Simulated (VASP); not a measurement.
Crystal: MgF2.

```
CELL_PARAMETERS angstrom
4.62202 0.00000 0.00000
0.00000 4.62202 0.00000
0.00000 0.00000 3.04611
ATOMIC_POSITIONS crystal
Mg 0.00000 0.00000 0.00000
Mg 0.50000 0.50000 0.50000
F 0.30295 0.30295 0.00000
F 0.19705 0.80295 0.50000
F 0.69705 0.69705 0.00000
F 0.80295 0.19705 0.50000
```

Base run:

* Program: VASP 6.6.1
* Functional: LDA
* Potentials or basis: VASP PAW LDA potentials, release 64 (Mg, F)
* Cutoff: 600 eV
* k mesh: 6 × 6 × 8
* Occupations: gaussian, width 0.01 eV
* Spin: no spin polarisation

Its results: band gap on the k mesh 6.78 eV; pressure -6.2 GPa; largest force 0.042 eV/Å.

The run is repeated on the same cell with these changes: functional from LDA to r2SCAN; potentials or basis from VASP PAW LDA potentials, release 64 (Mg, F) to VASP PAW PBE potentials, release 64 (Mg, F); cutoff from 600 eV to 660 eV. What comes out?

Band gap on the k mesh 8.03 eV; pressure -1.5 GPa; largest force 0.007 eV/Å.

Caveats: the cell stands under tension (at least some runs); the PAW data sets were made with another functional, which shifts forces and pressure a little (at least some runs).

A k mesh can miss the band edges.
